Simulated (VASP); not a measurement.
A run of VASP 6.6.1:

File INCAR:

```
ALGO = Fast
EDIFF = 1E-6
ENCUT = 520
GGA = PS
ISIF = 2
ISMEAR = 0
LASPH = T
LCHARG = F
LREAL = F
LWAVE = F
NBANDS = 36
NELM = 100
PREC = Accurate
SIGMA = 0.1
```

KPOINTS

```
k-points
0
Gamma
  12 12 8
```

The input POSCAR:

```
Sn
1.0
    3.3684622542      3.3684622542      0.0000000000
   -3.3684622542      3.3684622542      0.0000000000
    0.0000000000      0.0000000000      6.4229707449
Sn
4
Direct
    0.0000000000      0.0000000000      0.5000000000
    0.0000000000      0.5000000000      0.2500000000
    0.5000000000      0.5000000000      0.0000000000
    0.5000000000      0.0000000000      0.7500000000
```

Potentials or basis: VASP PAW PBE potentials, release 64 (Sn_d).

Launch:

```sh
$ cat potpaw_PBE.64/Sn_d/POTCAR > POTCAR
$ mpirun -np 1 vasp_std > vasp.out
```

Hardware: 1 thread of Oxide Virtual Turin-like Processor (shared host).

How long does it take, and how much memory?

Wall time 15 min on 1 thread of Oxide Virtual Turin-like Processor (shared host), peak memory 0.56 GiB. Counts: scf iterations 13, k points 140.
